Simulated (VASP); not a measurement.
Wanted: the native input for a VASP 6.6.1 run.

```yaml
Task: single point
Functional: PBE
Potentials_or_basis: VASP PAW PBE potentials, release 64 (Nb_sv, As)
Cutoff: 520 eV
k_mesh: 11 × 11 × 11
Occupations: fermi-dirac, width 0.05 eV
Spin: no spin polarisation
Dipole_correction: no
Further_INCAR_settings: ALGO = Normal; EDIFF = 1e-06; NBANDS = 26
```

The structure of NbAs lies in POSCAR:

```
NbAs
1.0
   -1.7485611571      1.7485611571      5.9168509183
    1.7485611571     -1.7485611571      5.9168509183
    1.7485611571      1.7485611571     -5.9168509183
Nb As
2 2
Direct
    0.5000000000      0.0000000000      0.5000000000
    0.7500000000      0.7500000000      0.0000000000
    0.9160000000      0.4160000000      0.5000000000
    0.1660000000      0.1660000000      0.0000000000
```

The input as run:

INCAR

```
SYSTEM = NbAs
PREC = Accurate ; ENCUT = 520
EDIFF = 1E-6 ; ISMEAR = -1
SIGMA = 0.05 ; LREAL = .False.
LASPH = .True. ; NELM = 60
ALGO = Normal ; ISIF = 2
LWAVE = .False. ; LCHARG = .True.
GGA = PE ; LELF = .True.
LVHAR = .True. ; NBANDS = 26
```

KPOINTS

```
regular mesh
0
Gamma
  11 11 11
  0 0 0
```

Potentials or basis: VASP PAW PBE potentials, release 64 (Nb_sv, As).

Launch:

```sh
$ cat potpaw_PBE.64/Nb_sv/POTCAR potpaw_PBE.64/As/POTCAR > POTCAR
$ mpirun -np 1 vasp_std > vasp.out
```

It gave:

```yaml
Pressure: -3.1 GPa
Largest_force: 0.251 eV/Å
Band_gap_on_the_k_mesh: 0.01 eV (least direct gap 0.04 eV)
```

Caveat: the cell stands under tension; the smearing spreads over this small gap.

Run time: 6.1 min on 1 thread of Intel(R) Xeon(R) Platinum 8488C (Sapphire Rapids) (shared host), peak memory 0.46 GiB.
